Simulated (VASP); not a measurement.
# RbCl (Fm-3m) in VASP: notebook

The runs below take RbCl through relaxation of cell and atoms, single point, with LDA, r2SCAN, HSE06.

Everything below comes from runs of VASP 6.6.1. Logs are shortened: lines on timing, memory, paths and dates and some standing lists are left out, and cuts for length are marked.

## 1. The cell of the first run

Symmetry: Fm-3m, No. 225, cubic system. Conventional cell: a = 6.548 Å, b = 6.548 Å, c = 6.548 Å, α = 90.00°, β = 90.00°, γ = 90.00°. Rb (site symmetry m-3m) has 6 Cl at 3.27 Å within 4.3 Å. Cl (site symmetry m-3m) has 6 Rb at 3.27 Å within 4.3 Å.

## 2. Relaxation of cell and atoms, LDA

Contents of INCAR:

```
SYSTEM = RbCl
PREC = Accurate ; ENCUT = 500
EDIFF = 1E-7 ; ISMEAR = -1
SIGMA = 0.02 ; LREAL = .False.
LASPH = .True. ; NELM = 120
ALGO = Normal ; ISIF = 3
LWAVE = .False. ; LCHARG = .False.
IBRION = 2 ; NSW = 80
EDIFFG = -0.01 ; GGA_COMPAT = .False.
NELMIN = 4
```

Contents of KPOINTS:

```
Automatic mesh
0
Gamma
  8 8 8
  0 0 0
```

Contents of POSCAR:

```
RbCl
1.0
    0.0000000000      3.2740000000      3.2740000000
    3.2740000000      0.0000000000      3.2740000000
    3.2740000000      3.2740000000      0.0000000000
Rb Cl
1 1
Direct
    0.0000000000      0.0000000000      0.0000000000
    0.5000000000      0.5000000000      0.5000000000
```

Potentials or basis: VASP PAW LDA potentials, release 64 (Rb_sv, Cl).

Started as:

```console
$ cat potpaw_LDA.64/Rb_sv/POTCAR potpaw_LDA.64/Cl/POTCAR > POTCAR
$ mpirun -np 1 vasp_std > vasp.out
```

OUTCAR:

```text
SYSTEM = RbCl
   PREC = Accurate
   ENCUT = 500
   EDIFF = 1E-7
   ISMEAR = -1
   LREAL = .False.
   LASPH = .True.
   NELM = 120
   ISIF = 3
   IBRION = 2
   NSW = 80
   EDIFFG = -0.01
   NELMIN = 4

 ion  position               nearest neighbor table
   1  0.000  0.000  0.000-   2 3.27   2 3.27   2 3.27   2 3.27   2 3.27   2 3.27
   2  0.500  0.500  0.500-   1 3.27   1 3.27   1 3.27   1 3.27   1 3.27   1 3.27

  LATTYP: Found a face centered cubic cell.
 ALAT       =     6.5480000000

  Lattice vectors:

 A1 = (   0.0000000000,   3.2740000000,   3.2740000000)
 A2 = (   3.2740000000,   0.0000000000,   3.2740000000)
 A3 = (   3.2740000000,   3.2740000000,   0.0000000000)

Analysis of symmetry for initial positions (statically):
=====================================================================
 Subroutine PRICEL returns:
 Original cell was already a primitive cell.

 Routine SETGRP: Setting up the symmetry group for a
 face centered cubic supercell.

 Subroutine GETGRP returns: Found 48 space group operations
 (whereof 48 operations were pure point group operations)
 out of a pool of 48 trial point group operations.

The static configuration has the point symmetry O_h .

Analysis of symmetry for dynamics (positions and initial velocities):
=====================================================================
 Subroutine PRICEL returns:
 Original cell was already a primitive cell.

 Routine SETGRP: Setting up the symmetry group for a
 face centered cubic supercell.

 Subroutine GETGRP returns: Found 48 space group operations
 (whereof 48 operations were pure point group operations)
 out of a pool of 48 trial point group operations.

The dynamic configuration has the point symmetry O_h .

 Subroutine INISYM returns: Found 48 space group operations
 (whereof 48 operations are pure point group operations),
 and found     1 'primitive' translations

----------------------------------------------------------------------------------------

                                     Primitive cell

  volume of cell :      70.1885

  direct lattice vectors                    reciprocal lattice vectors
     0.000000000  3.274000000  3.274000000    -0.152718387  0.152718387  0.152718387
     3.274000000  0.000000000  3.274000000     0.152718387 -0.152718387  0.152718387
     3.274000000  3.274000000  0.000000000     0.152718387  0.152718387 -0.152718387

  length of vectors
     4.630135203  4.630135203  4.630135203     0.264516006  0.264516006  0.264516006

  position of ions in fractional coordinates (direct lattice)
     0.000000000  0.000000000  0.000000000
     0.500000000  0.500000000  0.500000000

  ion indices of the primitive-cell ions
   primitive index   ion index
                 1           1
                 2           2

----------------------------------------------------------------------------------------

 KPOINTS: Automatic mesh

Automatic generation of k-mesh.
 Grid dimensions read from file:
 generate k-points for:    8    8    8

 Generating k-lattice:

  Cartesian coordinates                     Fractional coordinates (reciprocal lattice)
    -0.019089798  0.019089798  0.019089798     0.125000000  0.000000000  0.000000000
     0.019089798 -0.019089798  0.019089798     0.000000000  0.125000000  0.000000000
     0.019089798  0.019089798 -0.019089798     0.000000000  0.000000000  0.125000000

  Length of vectors
     0.033064501  0.033064501  0.033064501

  Shift w.r.t. Gamma in fractional coordinates (k-lattice)
     0.000000000  0.000000000  0.000000000

 Subroutine IBZKPT returns following result:
 ===========================================

 Found     29 irreducible k-points:

 Following reciprocal coordinates:
            Coordinates               Weight
  0.000000  0.000000  0.000000      1.000000
  0.125000  0.000000  0.000000      8.000000
  0.250000  0.000000  0.000000      8.000000
  0.375000  0.000000  0.000000      8.000000
  0.500000  0.000000  0.000000      4.000000
  0.125000  0.125000  0.000000      6.000000
[... 16 lines left out ...]
  0.500000  0.250000  0.125000     48.000000
 -0.375000  0.250000  0.125000     24.000000
 [... further k-points ...]
   k-points           NKPTS =     29   k-points in BZ     NKDIM =     29   number of bands    NBANDS=     12
   number of dos      NEDOS =    301   number of ions     NIONS =      2
   total plane-waves  NPLWV =  46656
   dimension x,y,z NGX =    36 NGY =   36 NGZ =   36
   dimension x,y,z NGXF=    72 NGYF=   72 NGZF=   72
   ions per type =               1   1
   NGX,Y,Z   is equivalent  to a cutoff of  12.93, 12.93, 12.93 a.u.
   NGXF,Y,Z  is equivalent  to a cutoff of  25.85, 25.85, 25.85 a.u.
 SYSTEM =  RbCl
   PREC   = accura    normal or accurate (medium, high low for compatibility)
   ISTART =      0    job   : 0-new  1-cont  2-samecut
   ICHARG =      2    charge: 1-file 2-atom 10-const
   ISPIN  =      1    spin polarized calculation?
   LNONCOLLINEAR =      F non collinear calculations
   LSORBIT =      F    spin-orbit coupling
   LASPH  =      T    aspherical Exc in radial PAW
   ENCUT  =  500.0 eV  36.75 Ry    6.06 a.u.   8.44  8.44  8.44*2*pi/ulx,y,z
   NELM   =    120;   NELMIN=  4; NELMDL= -5     # of ELM steps
   EDIFF  = 0.1E-06   stopping-criterion for ELM
   LREAL  =      F    real-space projection
   EDIFFG = -.1E-01   stopping-criterion for IOM
   NSW    =     80    number of steps for IOM
   IBRION =      2    ionic relax: 0-MD 1-quasi-New 2-CG
   NFREE  =      1    steps in history (QN), initial steepest desc. (CG)
   ISIF   =      3    stress and relaxation
   ISYM   =      2    0-nonsym 1-usesym 2-fastsym
   POTIM  = 0.5000    time-step for ionic-motion
   TEBEG  =    0.0;   TEEND  =   0.0 temperature during run
   PSTRESS=    0.0 pullay stress
   NELECT =      16.0000    total number of electrons
   NUPDOWN=      -1.0000    fix difference up-down
   EMIN   =  10.00;   EMAX   =-10.00  energy-range for DOS
   EFERMI =   0.00;   METHOD = LEGACY
   ISMEAR =    -1;   SIGMA  =   0.02  broadening in eV -4-tet -1-fermi 0-gaus
   EFERMI_NEDOS =   21; number of points for ismear=-14 and -15
   IALGO  =     38    algorithm
   IMIX   =      4    mixing-type and parameters
     AMIX     =   0.40;   BMIX     =  1.00
     AMIX_MAG =   1.60;   BMIX_MAG =  1.00
  volume/ion in A,a.u.               =      35.09       236.83
  Fermi-wavevector in a.u.,A,eV,Ry     =   1.000060  1.889840 13.607465  1.000120
  Thomas-Fermi vector in A             =   2.132392
   LORBIT       =      0    0 simple, 1 ext, 2 COOP (PROOUT), +10 PAW based schemes
   GGA     = CA    functional components
   LHFCALC =     F    Hartree Fock is set to
   AEXX    =    0.0000 exact exchange contribution
   IVDW    =     0    specifies the selected vdW correction
   LEPSILON=     F    determine dielectric tensor
   LRPA    =     F    only Hartree local field effects (RPA)
 conjugate gradient relaxation of ions
 non-spin polarized calculation
  energy-cutoff  :      500.00
  volume of cell :       70.19
 maximum number of plane-waves:      1812
 NGX is ok and might be reduce to    36
   NGX = 17   NGY = 17   NGZ = 17

--------------------------------------- Ionic step        1  -------------------------------------------

 number of electron      16.0000001 magnetization

 Free energy of the ion-electron system (eV)
  ---------------------------------------------------
  ext. energy  EPLUGINS =         0.00000000
  ---------------------------------------------------
  free energy    TOTEN  =        -7.24414396 eV

  energy without entropy =       -7.24414396  energy(sigma->0) =       -7.24414396

------------------------ aborting loop because EDIFF is reached ----------------------------------------

  FORCE on cell =-STRESS in cart. coord.  units (eV):
  Direction    XX          YY          ZZ          XY          YZ          ZX
  --------------------------------------------------------------------------------------
  -------------------------------------------------------------------------------------
  Total       -0.6098477     -0.6098477     -0.6098477      0.0000000      0.0000000     -0.0000000
  in kB      -13.9208560    -13.9208560    -13.9208560      0.0000000      0.0000000     -0.0000000
  external PRESSURE =     -13.9208560 kB  Pullay stress =       0.0000000 kB

 VOLUME and BASIS-vectors are now :
 -----------------------------------------------------------------------------
  energy-cutoff  :      500.00
  volume of cell :       70.19
      direct lattice vectors                 reciprocal lattice vectors
     0.000000000  3.274000000  3.274000000    -0.152718387  0.152718387  0.152718387
     3.274000000  0.000000000  3.274000000     0.152718387 -0.152718387  0.152718387
     3.274000000  3.274000000  0.000000000     0.152718387  0.152718387 -0.152718387
[... 37 lines left out ...]
 POSITION                                       TOTAL-FORCE (eV/Angst)
 -----------------------------------------------------------------------------------
      0.00000      0.00000      0.00000        -0.000000     -0.000000      0.000000
      3.22584      3.22584      3.22584         0.000000      0.000000     -0.000000
 -----------------------------------------------------------------------------------
    total drift:                                0.000000      0.000000      0.000000

  FREE ENERGIE OF THE ION-ELECTRON SYSTEM (eV)
  ---------------------------------------------------
  free  energy   TOTEN  =        -7.2639919576 eV

  energy  without entropy=       -7.2639919576  energy(sigma->0) =       -7.26399196

--------------------------------------- Ionic step        3  -------------------------------------------

 number of electron      15.9999998 magnetization

 Free energy of the ion-electron system (eV)
  ---------------------------------------------------
  ext. energy  EPLUGINS =         0.00000000
  ---------------------------------------------------
  free energy    TOTEN  =        -7.26850784 eV

  energy without entropy =       -7.26850784  energy(sigma->0) =       -7.26850784

 E-fermi :  -1.3182     XC(G=0):  -8.2744

 val. band max:       -1.7771515872   @ k =   0.0000   0.0000   0.0000
 cond. band min:       3.0649591407   @ k =   0.0000   0.0000   0.0000
 fundamental gap:      4.8421107279
 Fermi energy:        -1.3181924145

 k-point     1 :       0.0000    0.0000    0.0000
  band No.  band energies     occupation
      1     -25.3661      2.00000
      2     -13.7693      2.00000
      3      -9.4798      2.00000
      4      -9.4798      2.00000
      5      -9.4798      2.00000
      6      -1.7772      2.00000
      7      -1.7772      2.00000
      8      -1.7772      2.00000
      9       3.0650      0.00000
     10       5.9690      0.00000
     11       5.9690      0.00000
     12       5.9690      0.00000

 k-point     2 :       0.1250    0.0000    0.0000
  band No.  band energies     occupation
      1     -25.3622      2.00000
      2     -13.7849      2.00000
      3      -9.4821      2.00000
      4      -9.4821      2.00000
      5      -9.4716      2.00000
      6      -1.9783      2.00000
      7      -1.8489      2.00000
      8      -1.8489      2.00000
      9       3.4792      0.00000
     10       5.8357      0.00000
     11       6.1861      0.00000
     12       6.1861      0.00000
[... 316 lines left out ...]
 k-point    24 :      -0.3750    0.2500    0.1250
  band No.  band energies     occupation
      1     -25.3350      2.00000
      2     -13.8187      2.00000
      3      -9.6279      2.00000
      4      -9.6049      2.00000
      5      -9.4591      2.00000
      6      -2.5809      2.00000
      7      -2.1506      2.00000
      8      -2.1242      2.00000
      9       5.7781      0.00000
     10       5.9452      0.00000
     11       8.0797      0.00000
     12       8.2476      0.00000

 [... further k-points ...]

------------------------ aborting loop because EDIFF is reached ----------------------------------------

  FORCE on cell =-STRESS in cart. coord.  units (eV):
  Direction    XX          YY          ZZ          XY          YZ          ZX
  --------------------------------------------------------------------------------------
  -------------------------------------------------------------------------------------
  Total       -0.0148685     -0.0148685     -0.0148685      0.0000000      0.0000000      0.0000000
  in kB       -0.3658763     -0.3658763     -0.3658763      0.0000000      0.0000000      0.0000000
  external PRESSURE =      -0.3658763 kB  Pullay stress =       0.0000000 kB

 VOLUME and BASIS-vectors are now :
 -----------------------------------------------------------------------------
  energy-cutoff  :      500.00
  volume of cell :       65.11
      direct lattice vectors                 reciprocal lattice vectors
     0.000000000  3.193041151  3.193041151    -0.156590528  0.156590528  0.156590528
     3.193041151 -0.000000000  3.193041151     0.156590528 -0.156590528  0.156590528
     3.193041151  3.193041151  0.000000000     0.156590528  0.156590528 -0.156590528

 POSITION                                       TOTAL-FORCE (eV/Angst)
 -----------------------------------------------------------------------------------
      0.00000      0.00000      0.00000         0.000000      0.000000      0.000000
      3.19304      3.19304      3.19304        -0.000000     -0.000000     -0.000000
 -----------------------------------------------------------------------------------
    total drift:                                0.000000      0.000000      0.000000

  FREE ENERGIE OF THE ION-ELECTRON SYSTEM (eV)
  ---------------------------------------------------
  free  energy   TOTEN  =        -7.2685078363 eV

  energy  without entropy=       -7.2685078363  energy(sigma->0) =       -7.26850784

 reached required accuracy - stopping structural energy minimisation
```

Run time: 35 s. Hardware: 1 thread of AMD EPYC 9R45 (Zen 5), shared host; peak memory 0.16 GiB.

Results:

| Item | Value |
| --- | --- |
| Free energy | -7.2685 eV |
| Relaxed volume | 32.55 Å³/atom |
| Relaxed cell | a = 4.516 Å, b = 4.516 Å, c = 4.516 Å, α = 60.00°, β = 60.00°, γ = 60.00° |
| Space group after relaxing (to 0.1 Å) | Fm-3m (No. 225) |
| Energy gained by relaxing | 12.2 meV/atom |
| Ionic steps | 3 |
| Pressure after relaxing | 0.0 GPa |
| Band gap on the k mesh | 4.84 eV |

Step by step:
```csv
step,energy change (eV),largest force (eV/Å),pressure (GPa),volume (Å³)
1,0.0000,0.0000,-1.39,70.19
2,-0.0198,0.0000,-0.66,67.14
3,-0.0244,0.0000,-0.04,65.11
```

Final structure:
```
CELL_PARAMETERS angstrom
0.00000 3.19304 3.19304
3.19304 0.00000 3.19304
3.19304 3.19304 0.00000
ATOMIC_POSITIONS crystal
Rb 0.00000 0.00000 0.00000
Cl 0.50000 0.50000 0.50000
```

Levels at points of the mesh, in eV from the valence-band top:
| k point | band 5 | band 6 | band 7 | band 8 | band 9 | band 10 | band 11 | band 12 |
| --- | --- | --- | --- | --- | --- | --- | --- | --- |
| (0.00, 0.00, 0.00) | -7.70 | 0.00 | 0.00 | 0.00 | 4.84 | 7.75 | 7.75 | 7.75 |
| (0.50, 0.00, 0.00) | -7.65 | -1.09 | -0.45 | -0.45 | 7.64 | 7.95 | 10.23 | 10.23 |
| (0.50, 0.50, 0.00) | -7.85 | -0.32 | -0.09 | -0.09 | 5.75 | 8.13 | 9.78 | 10.10 |

(Part 1 of 2 ends here.)
